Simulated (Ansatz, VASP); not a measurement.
# Two plane-wave programs on CaO

```
Ca O
1.0
     4.05814    0.00000    0.00000
    -2.02907    3.51445    0.00000
     0.00000    0.00000    4.67939
Ca O
2 2
Cartesian
  0.0000 2.3430 3.5095
  2.0291 1.1715 1.1698
  0.0000 2.3430 1.1698
  2.0291 1.1715 3.5095
```

Change from the starting cell: strain +e along x and -e along y +0.0000, strain +e along z and -e/2 along x and y -0.0267.

Alike in both runs: task single point; functional PBE; k mesh 9 × 9 × 6; occupations gaussian, width 0.05 eV; no spin polarisation.

|  | VASP | Ansatz |
| --- | --- | --- |
| version | VASP 6.6.1 | Ansatz 0.2.0 |
| potentials or method | VASP PAW PBE potentials, release 64 (Ca_sv, O), cutoff 520 eV | scalar-relativistic, plane waves, PAW |
| valence electrons in the cell | 32 | 32 |

VASP gave:

| Quantity | Value |
| --- | --- |
| gap on the k mesh at the Fermi level (eV) | 3.00 |
| least direct gap on the mesh (eV) | 3.00 |
| pressure (GPa) | 1.1 |
| traceless stress, the component that is largest in VASP (GPa) | 3.78 |

Task: Which values does Ansatz return?

Result: gap on the k mesh at the Fermi level (eV): 3.01; least direct gap on the mesh (eV): 3.01; pressure (GPa): 0.6; traceless stress, the component that is largest in VASP (GPa): 3.60.

With one functional, cell and mesh, what is left measures potentials, basis and numerics.
